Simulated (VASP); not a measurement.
Here is a VASP 6.6.1 calculation.

The input INCAR:

```
PREC = Accurate
ENCUT = 520
EDIFF = 1E-6
ISMEAR = -1
SIGMA = 0.05
LREAL = False
LASPH = True
NELM = 150
ALGO = Normal
ISIF = 2
LWAVE = False
LCHARG = False
ISPIN = 2
MAGMOM = 0 0 3 3
LORBIT = 11
NUPDOWN = 6.0
LMAXMIX = 4
GGA = PS
NBANDS = 30
```

Contents of KPOINTS:

```
regular mesh
0
Gamma
  6 6 4
```

The input POSCAR:

```
MnSb
1.0
    4.1500000000      0.0000000000      0.0000000000
   -2.0750000000      3.5940054257      0.0000000000
    0.0000000000      0.0000000000      5.7800000000
Sb Mn
2 2
Direct
    0.6666666667      0.3333333333      0.7500000000
    0.3333333333      0.6666666667      0.2500000000
    0.0000000000      0.0000000000      0.5000000000
    0.0000000000      0.0000000000      0.0000000000
```

Potentials or basis: VASP PAW PBE potentials, release 64 (Sb, Mn_pv).

Command:

```bash
$ cat potpaw_PBE.64/Sb/POTCAR potpaw_PBE.64/Mn_pv/POTCAR > POTCAR
$ mpirun -np 1 vasp_std > vasp.out
```

Task: What does it give for the pressure?

Result: -9.6 GPa.

Stress tensor (GPa, compression positive):
```
 -9.42   0.00   0.00
  0.00  -9.42   0.00
  0.00   0.00 -10.06
```

Caveat: the cell stands under tension; the PAW data sets were made with another functional, which shifts forces and pressure a little; the total moment is fixed, so each spin has its own Fermi level.
